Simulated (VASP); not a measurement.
# TaN (WC type) (P-6m2) in VASP: a series of runs

Runs on TaN (WC type). Level: PBE. Tasks: single point.

Program: VASP 6.6.1. These are calculated values, not measurements. Logs are shortened: lines on timing, memory, paths and dates and some standing lists are left out, and cuts for length are marked.

## (1) The cell of the first run

The structure is hexagonal, space group P-6m2 (No. 187). The conventional cell has a = 2.819 Å, b = 2.819 Å, c = 2.792 Å, α = 90.00°, β = 90.00°, γ = 120.00°. Ta (site symmetry -6m2) has 6 N at 2.14 Å and 2 Ta at 2.79 Å within 2.8 Å. Within 2.8 Å of N (site symmetry -6m2) lie 6 Ta at 2.14 Å and 2 N at 2.79 Å.

## (2) Single point, PBE (volume scaled by 0.88)

Contents of INCAR:

```
SYSTEM = TaN
PREC = Accurate
ENCUT = 520
EDIFF = 1E-7
ISMEAR = -1
SIGMA = 0.05
LREAL = .False.
LASPH = .True.
NELM = 100
ALGO = Normal
ISIF = 2
LWAVE = .False.
LCHARG = .False.
GGA = PE
NBANDS = 15
```

Contents of KPOINTS:

```
regular mesh
0
Gamma
  15 15 13
  0 0 0
```

Contents of POSCAR:

```
TaN
1.0
    2.8194981666      0.0000000000      0.0000000000
   -1.4097490833      2.4417570382      0.0000000000
    0.0000000000      0.0000000000      2.7918049925
Ta N
1 1
Direct
    0.0000000000      0.0000000000      0.0000000000
    0.3333333333      0.6666666667      0.5000000000
```

Potentials or basis: VASP PAW PBE potentials, release 64 (Ta_pv, N).

Run with:

```bash
$ cat potpaw_PBE.64/Ta_pv/POTCAR potpaw_PBE.64/N/POTCAR > POTCAR
$ mpirun -np 1 vasp_std > vasp.out
```

OUTCAR:

```text
SYSTEM = TaN
   PREC = Accurate
   ENCUT = 520
   EDIFF = 1E-7
   ISMEAR = -1
   LREAL = .False.
   LASPH = .True.
   NELM = 100
   ISIF = 2
   GGA = PE

 ion  position               nearest neighbor table
   1  0.000  0.000  0.000-   2 2.14   2 2.14   2 2.14   2 2.14   2 2.14   2 2.14
   2  0.333  0.667  0.500-   1 2.14   1 2.14   1 2.14   1 2.14   1 2.14   1 2.14

  LATTYP: Found a hexagonal cell.
 ALAT       =     2.8194981666
 C/A-ratio  =     0.9901779776

  Lattice vectors:

 A1 = (   2.8194981666,   0.0000000000,   0.0000000000)
 A2 = (  -1.4097490833,   2.4417570382,   0.0000000000)
 A3 = (   0.0000000000,   0.0000000000,   2.7918049925)

Analysis of symmetry for initial positions (statically):
=====================================================================
 Subroutine PRICEL returns:
 Original cell was already a primitive cell.

 Routine SETGRP: Setting up the symmetry group for a
 hexagonal supercell.

 Subroutine GETGRP returns: Found 12 space group operations
 (whereof 12 operations were pure point group operations)
 out of a pool of 24 trial point group operations.

The static configuration has the point symmetry D_3h.

Analysis of symmetry for dynamics (positions and initial velocities):
=====================================================================
 Subroutine PRICEL returns:
 Original cell was already a primitive cell.

 Routine SETGRP: Setting up the symmetry group for a
 hexagonal supercell.

 Subroutine GETGRP returns: Found 12 space group operations
 (whereof 12 operations were pure point group operations)
 out of a pool of 24 trial point group operations.

The dynamic configuration has the point symmetry D_3h.

 Subroutine INISYM returns: Found 12 space group operations
 (whereof 12 operations are pure point group operations),
 and found     1 'primitive' translations

----------------------------------------------------------------------------------------

                                     Primitive cell

  volume of cell :      19.2203

  direct lattice vectors                    reciprocal lattice vectors
     2.819498167  0.000000000  0.000000000     0.354673045  0.204770578  0.000000000
    -1.409749083  2.441757038  0.000000000     0.000000000  0.409541156  0.000000000
     0.000000000  0.000000000  2.791804992     0.000000000  0.000000000  0.358191207

  length of vectors
     2.819498167  2.819498167  2.791804992     0.409541156  0.409541156  0.358191207

  position of ions in fractional coordinates (direct lattice)
     0.000000000  0.000000000  0.000000000
     0.333333333  0.666666667  0.500000000

  ion indices of the primitive-cell ions
   primitive index   ion index
                 1           1
                 2           2

----------------------------------------------------------------------------------------

 KPOINTS: regular mesh

Automatic generation of k-mesh.
 Grid dimensions read from file:
 generate k-points for:   15   15   13

 Generating k-lattice:

  Cartesian coordinates                     Fractional coordinates (reciprocal lattice)
     0.023644870  0.013651372  0.000000000     0.066666667  0.000000000  0.000000000
     0.000000000  0.027302744  0.000000000     0.000000000  0.066666667  0.000000000
     0.000000000  0.000000000  0.027553170     0.000000000  0.000000000  0.076923077

  Length of vectors
     0.027302744  0.027302744  0.027553170

  Shift w.r.t. Gamma in fractional coordinates (k-lattice)
     0.000000000  0.000000000  0.000000000

 Subroutine IBZKPT returns following result:
 ===========================================

 Found    189 irreducible k-points:

 Following reciprocal coordinates:
            Coordinates               Weight
  0.000000  0.000000  0.000000      1.000000
  0.066667  0.000000  0.000000      6.000000
  0.133333 -0.000000  0.000000      6.000000
  0.200000  0.000000  0.000000      6.000000
  0.266667 -0.000000  0.000000      6.000000
  0.333333  0.000000  0.000000      6.000000
[... 16 lines left out ...]
  0.333333  0.200000  0.000000     12.000000
  0.400000  0.200000  0.000000      6.000000
 [... further k-points ...]
   k-points           NKPTS =    189   k-points in BZ     NKDIM =    189   number of bands    NBANDS=     15
   number of dos      NEDOS =    301   number of ions     NIONS =      2
   total plane-waves  NPLWV =  13824
   dimension x,y,z NGX =    24 NGY =   24 NGZ =   24
   dimension x,y,z NGXF=    48 NGYF=   48 NGZF=   48
   ions per type =               1   1
   NGX,Y,Z   is equivalent  to a cutoff of  14.15, 14.15, 14.29 a.u.
   NGXF,Y,Z  is equivalent  to a cutoff of  28.30, 28.30, 28.58 a.u.
 SYSTEM =  TaN
   PREC   = accura    normal or accurate (medium, high low for compatibility)
   ISTART =      0    job   : 0-new  1-cont  2-samecut
   ICHARG =      2    charge: 1-file 2-atom 10-const
   ISPIN  =      1    spin polarized calculation?
   LNONCOLLINEAR =      F non collinear calculations
   LSORBIT =      F    spin-orbit coupling
   LASPH  =      T    aspherical Exc in radial PAW
   ENCUT  =  520.0 eV  38.22 Ry    6.18 a.u.   5.24  5.24  5.19*2*pi/ulx,y,z
   NELM   =    100;   NELMIN=  2; NELMDL= -5     # of ELM steps
   EDIFF  = 0.1E-06   stopping-criterion for ELM
   LREAL  =      F    real-space projection
   EDIFFG = 0.1E-05   stopping-criterion for IOM
   NSW    =      0    number of steps for IOM
   IBRION =     -1    ionic relax: 0-MD 1-quasi-New 2-CG
   NFREE  =      0    steps in history (QN), initial steepest desc. (CG)
   ISIF   =      2    stress and relaxation
   ISYM   =      2    0-nonsym 1-usesym 2-fastsym
   POTIM  = 0.5000    time-step for ionic-motion
   TEBEG  =    0.0;   TEEND  =   0.0 temperature during run
   PSTRESS=    0.0 pullay stress
   NELECT =      16.0000    total number of electrons
   NUPDOWN=      -1.0000    fix difference up-down
   EMIN   =  10.00;   EMAX   =-10.00  energy-range for DOS
   EFERMI =   0.00;   METHOD = LEGACY
   ISMEAR =    -1;   SIGMA  =   0.05  broadening in eV -4-tet -1-fermi 0-gaus
   EFERMI_NEDOS =   21; number of points for ismear=-14 and -15
   IALGO  =     38    algorithm
   IMIX   =      4    mixing-type and parameters
     AMIX     =   0.40;   BMIX     =  1.00
     AMIX_MAG =   1.60;   BMIX_MAG =  1.00
  volume/ion in A,a.u.               =       9.61        64.85
  Fermi-wavevector in a.u.,A,eV,Ry     =   1.540027  2.910229 32.268715  2.371684
  Thomas-Fermi vector in A             =   2.646172
   LORBIT       =      0    0 simple, 1 ext, 2 COOP (PROOUT), +10 PAW based schemes
   GGA     = PE    functional components
   LHFCALC =     F    Hartree Fock is set to
   AEXX    =    0.0000 exact exchange contribution
   IVDW    =     0    specifies the selected vdW correction
   LEPSILON=     F    determine dielectric tensor
   LRPA    =     F    only Hartree local field effects (RPA)
 non-spin polarized calculation
  energy-cutoff  :      520.00
  volume of cell :       19.22
 maximum number of plane-waves:       531
 NGX is ok and might be reduce to    24

 number of electron      16.0000002 magnetization

 Free energy of the ion-electron system (eV)
  ---------------------------------------------------
  ext. energy  EPLUGINS =         0.00000000
  ---------------------------------------------------
  free energy    TOTEN  =       -22.01424989 eV

  energy without entropy =      -22.01373512  energy(sigma->0) =      -22.01399251

 E-fermi :   9.4902     XC(G=0): -13.9880

 val. band max:        9.3720336685   @ k =   0.0000   0.0000   0.4615
 cond. band min:       9.5130746990   @ k =   0.0000   0.0000   0.3846
 fundamental gap:      0.1410410305
 Fermi energy:         9.4901607648

 k-point     1 :       0.0000    0.0000    0.0000
  band No.  band energies     occupation
      1     -25.0524      2.00000
      2     -24.6738      2.00000
      3     -24.6738      2.00000
      4      -9.1627      2.00000
      5       4.4786      2.00000
      6       4.4786      2.00000
      7       4.6992      2.00000
      8       6.3946      2.00000
      9      12.6709      0.00000
     10      13.5821      0.00000
     11      13.5821      0.00000
     12      14.1757      0.00000
     13      14.1757      0.00000
     14      23.2244      0.00000
     15      23.6408      0.00000

 k-point     2 :       0.0667    0.0000    0.0000
  band No.  band energies     occupation
      1     -25.0426      2.00000
      2     -24.7500      2.00000
      3     -24.6893      2.00000
      4      -9.0463      2.00000
      5       4.1571      2.00000
      6       4.5655      2.00000
      7       4.8806      2.00000
      8       6.2295      2.00000
      9      13.0520      0.00000
     10      13.3483      0.00000
     11      13.5974      0.00000
     12      14.1151      0.00000
     13      14.3197      0.00000
     14      23.2249      0.00000
     15      23.6137      0.00000

 k-point     3 :       0.1333   -0.0000    0.0000
  band No.  band energies     occupation
      1     -25.0150      2.00000
      2     -24.9604      2.00000
      3     -24.7331      2.00000
      4      -8.7181      2.00000
      5       3.4667      2.00000
      6       4.8068      2.00000
      7       5.2673      2.00000
      8       5.7990      2.00000
      9      12.7553      0.00000
     10      13.6671      0.00000
     11      13.9484      0.00000
     12      14.0352      0.00000
     13      14.6660      0.00000
     14      23.2254      0.00000
     15      23.5505      0.00000
[... 343 lines left out ...]
 k-point    23 :       0.3333    0.2000    0.0000
  band No.  band energies     occupation
      1     -26.0340      2.00000
      2     -25.3428      2.00000
      3     -24.8126      2.00000
      4      -6.1759      2.00000
      5       1.0347      2.00000
      6       3.7176      2.00000
      7       4.1869      2.00000
      8       8.0514      2.00000
      9      11.2279      0.00000
     10      11.7140      0.00000
     11      14.3310      0.00000
     12      17.4879      0.00000
     13      21.2061      0.00000
     14      23.2616      0.00000
     15      24.1149      0.00000

 k-point    24 :       0.4000    0.2000    0.0000
  band No.  band energies     occupation
      1     -26.0625      2.00000
      2     -25.3782      2.00000
      3     -24.8043      2.00000
      4      -6.0596      2.00000
      5       0.9983      2.00000
      6       3.6594      2.00000
      7       4.0478      2.00000
      8       8.1204      2.00000
      9      11.1058      0.00000
     10      12.4769      0.00000
     11      13.5239      0.00000
     12      17.5854      0.00000
     13      22.2837      0.00000
     14      23.1850      0.00000
     15      23.5692      0.00000

 [... further k-points ...]
[... 5 lines left out ...]
  --------------------------------------------------------------------------------------
  -------------------------------------------------------------------------------------
  Total        6.9526432      6.9526432      6.9853775      0.0000000     -0.0000000     -0.0000000
  in kB      579.5637041    579.5637041    582.2923965      0.0000000     -0.0000000     -0.0000000
  external PRESSURE =     580.4732682 kB  Pullay stress =       0.0000000 kB

 VOLUME and BASIS-vectors are now :
 -----------------------------------------------------------------------------
  energy-cutoff  :      520.00
  volume of cell :       19.22
      direct lattice vectors                 reciprocal lattice vectors
     2.819498167  0.000000000  0.000000000     0.354673045  0.204770578  0.000000000
    -1.409749083  2.441757038  0.000000000     0.000000000  0.409541156  0.000000000
     0.000000000  0.000000000  2.791804992     0.000000000  0.000000000  0.358191207

 POSITION                                       TOTAL-FORCE (eV/Angst)
 -----------------------------------------------------------------------------------
      0.00000      0.00000      0.00000        -0.000000      0.000000      0.000000
     -0.00000      1.62784      1.39590         0.000000      0.000000      0.000000
 -----------------------------------------------------------------------------------
    total drift:                                0.000000     -0.000000     -0.000000

  FREE ENERGIE OF THE ION-ELECTRON SYSTEM (eV)
  ---------------------------------------------------
  free  energy   TOTEN  =       -22.0142498916 eV

  energy  without entropy=      -22.0137351227  energy(sigma->0) =      -22.01399251
```

Run time: 23 s. Hardware: 1 thread of Intel Xeon Platinum 8488C (Sapphire Rapids), shared host; peak memory 0.18 GiB.

Results:

```
Free energy            : -22.0142 eV
Pressure               : 58.0 GPa
Band gap on the k mesh : zero (band 8 reaches 9.91 eV, above the bottom of band 9 at 9.37 eV)
```

Stress tensor (GPa, compression positive):
```
57.96  0.00  0.00
 0.00 57.96  0.00
 0.00  0.00 58.23
```

Caveat: the cell differs from its parent crystal (volume scaled by 0.88); spin-orbit coupling is left out, which moves the levels of the heavy elements.

## (3) Single point, PBE

This run uses another cell than the first one, of 10.27 Å³/atom, 1.068 times its volume.

Contents of INCAR:

```
SYSTEM = TaN
PREC = Accurate
ENCUT = 520
EDIFF = 1E-7
ISMEAR = -1
SIGMA = 0.05
LREAL = .FALSE.
LASPH = .TRUE.
NELM = 80
ALGO = Normal
ISIF = 2
LWAVE = .FALSE.
LCHARG = .FALSE.
GGA = PE
NBANDS = 15
```

Contents of KPOINTS:

```
Automatic mesh
0
G
  15 15 13
  0 0 0
```

Contents of POSCAR:

```
TaN
1.0
    2.8862690604      0.0000000001      0.0000000000
   -1.4431345303      2.4995823284      0.0000000000
    0.0000000000      0.0000000000      2.8457730759
Ta N
1 1
Direct
    0.0000000000      0.0000000000      0.0000000000
    0.3333333333      0.6666666667      0.5000000000
```

Potentials or basis: VASP PAW PBE potentials, release 64 (Ta_pv, N).

Run with:

```bash
$ cat potpaw_PBE.64/Ta_pv/POTCAR potpaw_PBE.64/N/POTCAR > POTCAR
$ mpirun -np 1 vasp_std > vasp.out
```

OUTCAR:

```text
SYSTEM = TaN
   PREC = Accurate
   ENCUT = 520
   EDIFF = 1E-7
   ISMEAR = -1
   LREAL = .FALSE.
   LASPH = .TRUE.
   NELM = 80
   ISIF = 2
   GGA = PE

 ion  position               nearest neighbor table
   1  0.000  0.000  0.000-   2 2.19   2 2.19   2 2.19   2 2.19   2 2.19   2 2.19
   2  0.333  0.667  0.500-   1 2.19   1 2.19   1 2.19   1 2.19   1 2.19   1 2.19

  LATTYP: Found a hexagonal cell.
 ALAT       =     2.8862690604
 C/A-ratio  =     0.9859694354

  Lattice vectors:

 A1 = (   2.8862690604,   0.0000000001,   0.0000000000)
 A2 = (  -1.4431345303,   2.4995823284,   0.0000000000)
 A3 = (   0.0000000000,   0.0000000000,   2.8457730759)

Analysis of symmetry for initial positions (statically):
=====================================================================
 Subroutine PRICEL returns:
 Original cell was already a primitive cell.

 Routine SETGRP: Setting up the symmetry group for a
 hexagonal supercell.

 Subroutine GETGRP returns: Found 12 space group operations
 (whereof 12 operations were pure point group operations)
[... 167 lines left out ...]
 cond. band min:       8.8029372819   @ k =   0.0000   0.0000   0.3846
 fundamental gap:      0.1262159104
 Fermi energy:         8.7743280285

 k-point     1 :       0.0000    0.0000    0.0000
  band No.  band energies     occupation
      1     -25.9502      2.00000
      2     -25.6406      2.00000
      3     -25.6406      2.00000
      4      -9.3797      2.00000
      5       4.0251      2.00000
      6       4.0251      2.00000
      7       4.3194      2.00000
      8       5.7559      2.00000
      9      11.3915      0.00000
     10      12.5563      0.00000
     11      12.5563      0.00000
     12      13.0505      0.00000
     13      13.0505      0.00000
     14      22.1715      0.00000
[... 401 lines left out ...]
      2     -26.1961      2.00000
      3     -25.7607      2.00000
      4      -6.6225      2.00000
      5       0.6371      2.00000
      6       3.3240      2.00000
      7       3.5369      2.00000
      8       7.4866      2.00000
      9      10.3314      0.00000
     10      11.4849      0.00000
     11      12.4316      0.00000
     12      16.2065      0.00000
     13      20.5465      0.00000
     14      21.6114      0.00000
     15      22.3428      0.00000

 [... further k-points ...]
[... 5 lines left out ...]
  --------------------------------------------------------------------------------------
  -------------------------------------------------------------------------------------
  Total        3.1636293      3.1636293      3.1915785     -0.0000000     -0.0000000      0.0000000
  in kB      246.8832614    246.8832614    249.0643580     -0.0000000     -0.0000000      0.0000000
  external PRESSURE =     247.6102936 kB  Pullay stress =       0.0000000 kB

 VOLUME and BASIS-vectors are now :
 -----------------------------------------------------------------------------
  energy-cutoff  :      520.00
  volume of cell :       20.53
      direct lattice vectors                 reciprocal lattice vectors
     2.886269060  0.000000000  0.000000000     0.346468045  0.200033419  0.000000000
    -1.443134530  2.499582328  0.000000000    -0.000000000  0.400066839  0.000000000
     0.000000000  0.000000000  2.845773076     0.000000000  0.000000000  0.351398363

 POSITION                                       TOTAL-FORCE (eV/Angst)
 -----------------------------------------------------------------------------------
      0.00000      0.00000      0.00000        -0.000000     -0.000000      0.000000
     -0.00000      1.66639      1.42289         0.000000      0.000000      0.000000
 -----------------------------------------------------------------------------------
    total drift:                                0.000000     -0.000000     -0.000000

  FREE ENERGIE OF THE ION-ELECTRON SYSTEM (eV)
  ---------------------------------------------------
  free  energy   TOTEN  =       -22.3466541670 eV

  energy  without entropy=      -22.3461907285  energy(sigma->0) =      -22.34642245
```

Run time: 25 s. Hardware: 1 thread of Intel Xeon Platinum 8488C (Sapphire Rapids), shared host; peak memory 0.18 GiB.

What came out:

- Free energy: -22.3467 eV
- Pressure: 24.8 GPa
- Band gap on the k mesh: zero (band 8 reaches 9.16 eV, above the bottom of band 9 at 8.68 eV)

Levels at points of the mesh, in eV from the Fermi level:
```tsv
k point	band 6	band 7	band 8	band 9	band 10	band 11
(0.00, 0.00, 0.00)	-4.75	-4.45	-3.02	2.62	3.78	3.78
```

Caveat: spin-orbit coupling is left out, which moves the levels of the heavy elements.

## (4) Single point, PBE

Contents of INCAR:

```
SYSTEM = TaN
ALGO = Normal
EDIFF = 1E-6
ENCUT = 520
GGA = PE
ISIF = 2
ISMEAR = -1
LASPH = .TRUE.
LCHARG = .TRUE.
LELF = .TRUE.
LREAL = .FALSE.
LVHAR = .TRUE.
LWAVE = .FALSE.
NBANDS = 15
NELM = 60
PREC = Accurate
SIGMA = 0.05
```

Contents of KPOINTS:

```
k-points
0
G
  15 15 13
  0 0 0
```

Contents of POSCAR:

```
TaN
1.0
    2.8862690604      0.0000000001      0.0000000000
   -1.4431345302      2.4995823284      0.0000000000
    0.0000000000      0.0000000000      2.8457730759
Ta N
1 1
Direct
    0.0000000000      0.0000000000      0.0000000000
    0.3333333333      0.6666666667      0.5000000000
```

Run with:

```bash
$ cat potpaw_PBE.64/Ta_pv/POTCAR potpaw_PBE.64/N/POTCAR > POTCAR
$ mpirun -np 1 vasp_std > vasp.out
```

Wall time 25 s (1 thread of Intel Xeon Platinum 8488C (Sapphire Rapids), shared host); peak memory 0.19 GiB.

Results (log left out):

| Property | Result |
| --- | --- |
| Free energy | -22.3467 eV |
| Pressure | 24.8 GPa |
| Band gap on the k mesh | zero (band 8 reaches 9.16 eV, above the bottom of band 9 at 8.68 eV) |

Stress tensor (GPa, compression positive):
```
24.69  0.00  0.00
 0.00 24.69  0.00
 0.00  0.00 24.91
```

Levels at points of the mesh, in eV from the Fermi level:
```tsv
k point	band 6	band 7	band 8	band 9	band 10	band 11
(0.00, 0.00, 0.00)	-4.75	-4.45	-3.02	2.62	3.78	3.78
```

Caveat: spin-orbit coupling is left out, which moves the levels of the heavy elements.
